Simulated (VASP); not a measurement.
**MnSb: single point with PBE**

The system is MnSb.

```
CELL_PARAMETERS angstrom
4.15000 0.00000 0.00000
-2.07500 3.59401 0.00000
0.00000 0.00000 5.78000
ATOMIC_POSITIONS crystal
Sb 0.66667 0.33333 0.75000
Sb 0.33333 0.66667 0.25000
Mn 0.00000 0.00000 0.50000
Mn 0.00000 0.00000 0.00000
```

- Program: VASP 6.6.1
- Task: single point
- Functional: PBE
- Potentials or basis: VASP PAW PBE potentials, release 64 (Sb, Mn_pv)
- Cutoff: 520 eV
- k mesh: 7 × 7 × 5
- Occupations: gaussian, width 0.012 eV
- Spin: collinear spin, ferromagnetic start
- Starting moments: [0.0, 0.0, 4.0, 4.0] μB

```json
{"Pressure": "-3.4 GPa", "Net moment": "6.69 μB per cell", "Site moments": "Sb -0.13; Mn +3.40 μB", "Valence electrons inside the program's atomic spheres": "Sb 2.44; Mn 11.51"}
```

Stress tensor (GPa, compression positive):
```
-3.01  0.00  0.00
 0.00 -3.01  0.00
 0.00  0.00 -4.23
```

Levels at points of the mesh, in eV from the Fermi level:
Spin up:
```csv
k point,band 17,band 18,band 19,band 20,band 21,band 22,band 23,band 24,band 25,band 26
"(0.00, 0.00, 0.00)",-1.85,-1.85,-0.50,0.52,0.52,2.29,2.29,2.65,3.04,4.32
```
Spin down:
```tsv
k point	band 13	band 14	band 15	band 16	band 17	band 18
(0.00, 0.00, 0.00)	0.04	0.04	0.33	0.33	0.58	0.58
```

Wall time 2 min on 1 thread of Intel(R) Xeon(R) Platinum 8488C (Sapphire Rapids) (shared host), peak memory 0.3 GiB.

Caveat: spin-orbit coupling is left out, which moves the levels of the heavy elements; only a ferromagnetic start was run, and an antiferromagnetic order may lie lower in energy.
